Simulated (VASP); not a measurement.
# ScAl3 (Pm-3m) in VASP: settings compared

The runs below take ScAl3 through single point, with BLYP+D3(BJ), RPBE+D4.

Everything below comes from runs of VASP 6.6.1. Logs are shortened: lines on timing, memory, paths and dates and some standing lists are left out, and cuts for length are marked.

### Step 1. The cell of the first run

The structure is cubic, space group Pm-3m (No. 221). Conventional cell: a = 4.010 Å, b = 4.010 Å, c = 4.010 Å, α = 90.00°, β = 90.00°, γ = 90.00°. Within 3.7 Å of Sc (site symmetry m-3m) lie 12 Al at 2.84 Å. Within 3.7 Å of Al (site symmetry 4/mmm) lie 4 Sc at 2.84 Å and 8 Al at 2.84 Å.

### Step 2. Single point, BLYP+D3(BJ)

Input file INCAR:

```
AGGAC = 1.0
AGGAX = 1.0
ALDAC = 0.0
ALDAX = 1.0
ALGO = Normal
EDIFF = 1E-7
ENCUT = 520
GGA = B5
ISIF = 2
ISMEAR = -1
IVDW = 12
LASPH = True
LCHARG = False
LREAL = False
LWAVE = False
NBANDS = 18
NELM = 60
PREC = Accurate
SIGMA = 0.05
VDW_A1 = 0.4298
VDW_A2 = 4.2359
VDW_S6 = 1.0
VDW_S8 = 2.6996
```

Input file KPOINTS:

```
k-points
0
Gamma
  7 7 7
```

Input file POSCAR:

```
ScAl3
1.0
    4.0098811331      0.0000000000      0.0000000000
    0.0000000000      4.0098811331      0.0000000000
    0.0000000000      0.0000000000      4.0098811331
Sc Al
1 3
Direct
    0.0000000000      0.0000000000      0.0000000000
    0.5000000000      0.5000000000      0.0000000000
    0.0000000000      0.5000000000      0.5000000000
    0.5000000000      0.0000000000      0.5000000000
```

Potentials or basis: VASP PAW PBE potentials, release 64 (Sc_sv, Al).

Launch:

```console
$ cat potpaw_PBE.64/Sc_sv/POTCAR potpaw_PBE.64/Al/POTCAR > POTCAR
$ mpirun -np 1 vasp_std > vasp.out
```

OUTCAR:

```text
EDIFF = 1E-7
   ENCUT = 520
   GGA = B5
   ISIF = 2
   ISMEAR = -1
   IVDW = 12
   LASPH = True
   LREAL = False
   NELM = 60
   PREC = Accurate
 IVDW          = 12

 ion  position               nearest neighbor table
   1  0.000  0.000  0.000-   2 2.84   3 2.84   4 2.84   3 2.84   4 2.84   2 2.84   3 2.84   3 2.84
                             2 2.84   4 2.84   4 2.84   2 2.84
   2  0.500  0.500  0.000-   1 2.84   3 2.84   4 2.84   3 2.84   4 2.84   1 2.84   4 2.84   4 2.84
                             1 2.84   3 2.84   3 2.84   1 2.84
   3  0.000  0.500  0.500-   1 2.84   2 2.84   4 2.84   1 2.84   2 2.84   1 2.84   4 2.84   1 2.84
                             2 2.84   4 2.84   2 2.84   4 2.84
   4  0.500  0.000  0.500-   1 2.84   2 2.84   3 2.84   1 2.84   2 2.84   2 2.84   3 2.84   2 2.84
                             1 2.84   3 2.84   1 2.84   3 2.84

  LATTYP: Found a simple cubic cell.
 ALAT       =     4.0098811331

  Lattice vectors:

 A1 = (   4.0098811331,   0.0000000000,   0.0000000000)
 A2 = (   0.0000000000,   4.0098811331,   0.0000000000)
 A3 = (   0.0000000000,   0.0000000000,   4.0098811331)

Analysis of symmetry for initial positions (statically):
=====================================================================
 Subroutine PRICEL returns:
 Original cell was already a primitive cell.

 Routine SETGRP: Setting up the symmetry group for a
 simple cubic supercell.

 Subroutine GETGRP returns: Found 48 space group operations
 (whereof 48 operations were pure point group operations)
 out of a pool of 48 trial point group operations.

The static configuration has the point symmetry O_h .

Analysis of symmetry for dynamics (positions and initial velocities):
=====================================================================
 Subroutine PRICEL returns:
 Original cell was already a primitive cell.

 Routine SETGRP: Setting up the symmetry group for a
 simple cubic supercell.

 Subroutine GETGRP returns: Found 48 space group operations
 (whereof 48 operations were pure point group operations)
 out of a pool of 48 trial point group operations.

The dynamic configuration has the point symmetry O_h .

 Subroutine INISYM returns: Found 48 space group operations
 (whereof 48 operations are pure point group operations),
 and found     1 'primitive' translations

[... 92 lines left out ...]
   NELM   =     60;   NELMIN=  2; NELMDL= -5     # of ELM steps
   EDIFF  = 0.1E-06   stopping-criterion for ELM
   LREAL  =      F    real-space projection
   EDIFFG = 0.1E-05   stopping-criterion for IOM
   NSW    =      0    number of steps for IOM
   IBRION =     -1    ionic relax: 0-MD 1-quasi-New 2-CG
   NFREE  =      0    steps in history (QN), initial steepest desc. (CG)
   ISIF   =      2    stress and relaxation
   ISYM   =      2    0-nonsym 1-usesym 2-fastsym
   POTIM  = 0.5000    time-step for ionic-motion
   TEBEG  =    0.0;   TEEND  =   0.0 temperature during run
   PSTRESS=    0.0 pullay stress
   NELECT =      20.0000    total number of electrons
   NUPDOWN=      -1.0000    fix difference up-down
   EMIN   =  10.00;   EMAX   =-10.00  energy-range for DOS
   EFERMI =   0.00;   METHOD = LEGACY
   ISMEAR =    -1;   SIGMA  =   0.05  broadening in eV -4-tet -1-fermi 0-gaus
   EFERMI_NEDOS =   21; number of points for ismear=-14 and -15
   IALGO  =     38    algorithm
   IMIX   =      4    mixing-type and parameters
     AMIX     =   0.40;   BMIX     =  1.00
     AMIX_MAG =   1.60;   BMIX_MAG =  1.00
  volume/ion in A,a.u.               =      16.12       108.78
  Fermi-wavevector in a.u.,A,eV,Ry     =   1.108205  2.094203 16.709556  1.228118
  Thomas-Fermi vector in A             =   2.244729
   LORBIT       =      0    0 simple, 1 ext, 2 COOP (PROOUT), +10 PAW based schemes
   GGA     = B5    functional components
   LHFCALC =     F    Hartree Fock is set to
   AEXX    =    0.0000 exact exchange contribution
   IVDW    =    12    specifies the selected vdW correction
   LEPSILON=     F    determine dielectric tensor
   LRPA    =     F    only Hartree local field effects (RPA)
 non-spin polarized calculation
  energy-cutoff  :      520.00
  volume of cell :       64.48
 maximum number of plane-waves:      1759
 NGX is ok and might be reduce to    30
   NGX = 15   NGY = 15   NGZ = 15

 number of electron      20.0000006 magnetization

 Free energy of the ion-electron system (eV)
  ---------------------------------------------------
  ext. energy  EPLUGINS =         0.00000000
  ---------------------------------------------------
  free energy    TOTEN  =       -15.10037396 eV

  energy without entropy =      -15.08837963  energy(sigma->0) =      -15.09437680

 E-fermi :   8.1601     XC(G=0): -10.1154

 val. band max:        8.1059546864   @ k =   0.4286   0.4286   0.1429
 cond. band min:       8.2189772454   @ k =   0.2857   0.2857   0.0000
 fundamental gap:      0.1130225590
 Fermi energy:         8.1600506719

 k-point     1 :       0.0000    0.0000    0.0000
  band No.  band energies     occupation
      1     -40.4688      2.00000
      2     -19.3271      2.00000
      3     -19.3271      2.00000
      4     -19.3271      2.00000
      5      -2.0262      2.00000
      6       5.5842      2.00000
[... 397 lines left out ...]
      5       2.3435      2.00000
      6       3.3387      2.00000
[... 10 lines left out ...]
     17      12.4867      0.00000
     18      17.9482      0.00000

------------------------ aborting loop because EDIFF is reached ----------------------------------------

 Edisp (eV)   -3.75521

 E8    (eV) :    -2.8267

  FORCE on cell =-STRESS in cart. coord.  units (eV):
  Direction    XX          YY          ZZ          XY          YZ          ZX
  --------------------------------------------------------------------------------------
  -------------------------------------------------------------------------------------
  Total       0.05182     0.05182     0.05182    -0.00000     0.00000    -0.00000
  in kB       1.28768     1.28768     1.28768    -0.00000     0.00000    -0.00000
  external pressure =        1.29 kB  Pullay stress =        0.00 kB

 VOLUME and BASIS-vectors are now :
 -----------------------------------------------------------------------------
  energy-cutoff  :      520.00
  volume of cell :       64.48
      direct lattice vectors                 reciprocal lattice vectors
     4.009881133  0.000000000  0.000000000     0.249383951  0.000000000  0.000000000
     0.000000000  4.009881133  0.000000000     0.000000000  0.249383951  0.000000000
     0.000000000  0.000000000  4.009881133     0.000000000  0.000000000  0.249383951

 POSITION                                       TOTAL-FORCE (eV/Angst)
 -----------------------------------------------------------------------------------
      0.00000      0.00000      0.00000         0.000000      0.000000      0.000000
      2.00494      2.00494      0.00000         0.000000      0.000000      0.000000
      0.00000      2.00494      2.00494         0.000000      0.000000      0.000000
      2.00494      0.00000      2.00494         0.000000      0.000000      0.000000
 -----------------------------------------------------------------------------------
    total drift:                                0.000000     -0.000000      0.000000

  FREE ENERGIE OF THE ION-ELECTRON SYSTEM (eV)
  ---------------------------------------------------
  free  energy   TOTEN  =       -18.8555801096 eV

  energy  without entropy=      -18.8435857762  energy(sigma->0) =      -18.84958294
```

OSZICAR:

```text
N       E                     dE             d eps       ncg     rms          rms(c)
DAV:   1     0.115207272366E+03    0.11521E+03   -0.83414E+03   720   0.102E+03
DAV:   2    -0.106734098380E+02   -0.12588E+03   -0.12289E+03   720   0.293E+02
DAV:   3    -0.157788120616E+02   -0.51054E+01   -0.49772E+01  1112   0.567E+01
DAV:   4    -0.158778614538E+02   -0.99049E-01   -0.98623E-01  1096   0.775E+00
DAV:   5    -0.158799641525E+02   -0.21027E-02   -0.21024E-02  1080   0.102E+00    0.939E+00
DAV:   6    -0.151235389953E+02    0.75643E+00   -0.32811E+00  1088   0.194E+01    0.317E+00
DAV:   7    -0.151055021816E+02    0.18037E-01   -0.14062E-01  1106   0.335E+00    0.215E+00
DAV:   8    -0.151006495893E+02    0.48526E-02   -0.52040E-02  1132   0.201E+00    0.356E-01
DAV:   9    -0.151010668214E+02   -0.41723E-03   -0.17270E-02  1134   0.148E+00    0.258E-01
DAV:  10    -0.151004740108E+02    0.59281E-03   -0.71684E-03  1090   0.903E-01    0.767E-02
DAV:  11    -0.151003887142E+02    0.85297E-04   -0.94875E-04  1144   0.318E-01    0.255E-02
DAV:  12    -0.151003736644E+02    0.15050E-04   -0.72678E-05  1156   0.944E-02    0.352E-03
DAV:  13    -0.151003738977E+02   -0.23323E-06   -0.16223E-06   910   0.924E-03    0.399E-03
DAV:  14    -0.151003739628E+02   -0.65168E-07   -0.22203E-07   842   0.419E-03
   1 F= -.18855580E+02 E0= -.18849583E+02  d E =-.119943E-01
```

It took 54 s on 1 thread of Intel Xeon 8259CL, shared host; peak memory 0.18 GiB.

What came out:

```yaml
Free_energy: -18.8556 eV
Pressure: 0.1 GPa
Band_gap_on_the_k_mesh: zero (band 10 reaches 9.37 eV, above the bottom of band 11 at 5.58 eV)
Dispersion_energy_per_atom: -0.939 eV
```

Caveat: the PAW data sets were made with another functional, which shifts forces and pressure a little; pairwise dispersion overbinds metals, which lowers pressure and volume.

### Step 3. Single point, RPBE+D4

This run uses another cell than the first one, of 16.59 Å³/atom, 1.029 times its volume.

Input file INCAR:

```
SYSTEM = ScAl3
PREC = Accurate
ENCUT = 520
EDIFF = 1E-7
ISMEAR = -1
SIGMA = 0.05
LREAL = .False.
LASPH = .True.
NELM = 80
ALGO = Fast
ISIF = 2
LWAVE = .False.
LCHARG = .False.
GGA = RP
IVDW = 13
NBANDS = 18
```

Input file KPOINTS:

```
regular mesh
0
Gamma
  7 7 7
  0 0 0
```

Input file POSCAR:

```
ScAl3
1.0
    4.0486609745      0.0000000000      0.0000000000
    0.0000000000      4.0486609745      0.0000000000
    0.0000000000      0.0000000000      4.0486609745
Sc Al
1 3
Direct
    0.0000000000      0.0000000000      0.0000000000
    0.5000000000      0.5000000000      0.0000000000
    0.0000000000      0.5000000000      0.5000000000
    0.5000000000      0.0000000000      0.5000000000
```

Potentials or basis: VASP PAW PBE potentials, release 64 (Sc_sv, Al).

Launch:

```console
$ cat potpaw_PBE.64/Sc_sv/POTCAR potpaw_PBE.64/Al/POTCAR > POTCAR
$ mpirun -np 1 vasp_std > vasp.out
```

OUTCAR:

```text
SYSTEM = ScAl3
   PREC = Accurate
   ENCUT = 520
   EDIFF = 1E-7
   ISMEAR = -1
   LREAL = .False.
   LASPH = .True.
   NELM = 80
   ISIF = 2
   GGA = RP
   IVDW = 13

 ion  position               nearest neighbor table
   1  0.000  0.000  0.000-   2 2.86   3 2.86   4 2.86   3 2.86   4 2.86   2 2.86   3 2.86   3 2.86
                             2 2.86   4 2.86   4 2.86   2 2.86
   2  0.500  0.500  0.000-   1 2.86   3 2.86   4 2.86   3 2.86   4 2.86   1 2.86   4 2.86   4 2.86
                             1 2.86   3 2.86   3 2.86   1 2.86
[... 623 lines left out ...]
  --------------------------------------------------------------------------------------
  -------------------------------------------------------------------------------------
  Total      -0.02875    -0.02875    -0.02875     0.00000     0.00000    -0.00000
  in kB      -0.69411    -0.69411    -0.69411     0.00000     0.00000    -0.00000
  external pressure =       -0.69 kB  Pullay stress =        0.00 kB

 VOLUME and BASIS-vectors are now :
 -----------------------------------------------------------------------------
  energy-cutoff  :      520.00
  volume of cell :       66.36
      direct lattice vectors                 reciprocal lattice vectors
     4.048660974  0.000000000  0.000000000     0.246995243  0.000000000  0.000000000
     0.000000000  4.048660974  0.000000000     0.000000000  0.246995243  0.000000000
     0.000000000  0.000000000  4.048660974     0.000000000  0.000000000  0.246995243

 POSITION                                       TOTAL-FORCE (eV/Angst)
 -----------------------------------------------------------------------------------
      0.00000      0.00000      0.00000         0.000000      0.000000      0.000000
      2.02433      2.02433      0.00000         0.000000      0.000000      0.000000
      0.00000      2.02433      2.02433         0.000000      0.000000      0.000000
      2.02433      0.00000      2.02433         0.000000      0.000000      0.000000
 -----------------------------------------------------------------------------------
    total drift:                                0.000000     -0.000000      0.000000

  FREE ENERGIE OF THE ION-ELECTRON SYSTEM (eV)
  ---------------------------------------------------
  free  energy   TOTEN  =       -20.7737354135 eV

  energy  without entropy=      -20.7611121499  energy(sigma->0) =      -20.76742378
```

OSZICAR:

```text
N       E                     dE             d eps       ncg     rms          rms(c)
DAV:   1     0.111924918382E+03    0.11192E+03   -0.82752E+03   720   0.101E+03
DAV:   2    -0.142101282807E+02   -0.12614E+03   -0.12271E+03   728   0.295E+02
DAV:   3    -0.189761014037E+02   -0.47660E+01   -0.46483E+01  1116   0.563E+01
DAV:   4    -0.190786177835E+02   -0.10252E+00   -0.10232E+00  1120   0.824E+00
[... 10 lines left out ...]
RMM:  15    -0.181284280903E+02   -0.19817E-06   -0.41346E-05  1107   0.447E-02    0.551E-03
RMM:  16    -0.181284285602E+02   -0.46985E-06   -0.55080E-06  1039   0.194E-02    0.323E-03
RMM:  17    -0.181284284709E+02    0.89286E-07   -0.11279E-06   938   0.143E-02    0.754E-03
RMM:  18    -0.181284282175E+02    0.25340E-06   -0.95858E-07   912   0.102E-02    0.285E-03
RMM:  19    -0.181284282613E+02   -0.43821E-07   -0.38973E-07   802   0.520E-03
   1 F= -.20773735E+02 E0= -.20767424E+02  d E =-.126233E-01
```

Run time: 54 s. Hardware: 1 thread of Intel Xeon 8259CL, shared host; peak memory 0.17 GiB.

Results:

```yaml
Free_energy: -20.7737 eV
Pressure: -0.1 GPa
Band_gap_on_the_k_mesh: zero (band 10 reaches 8.64 eV, above the bottom of band 11 at 4.92 eV)
Dispersion_energy_per_atom: -0.661 eV
```

Caveat: the PAW data sets were made with another functional, which shifts forces and pressure a little; pairwise dispersion overbinds metals, which lowers pressure and volume.
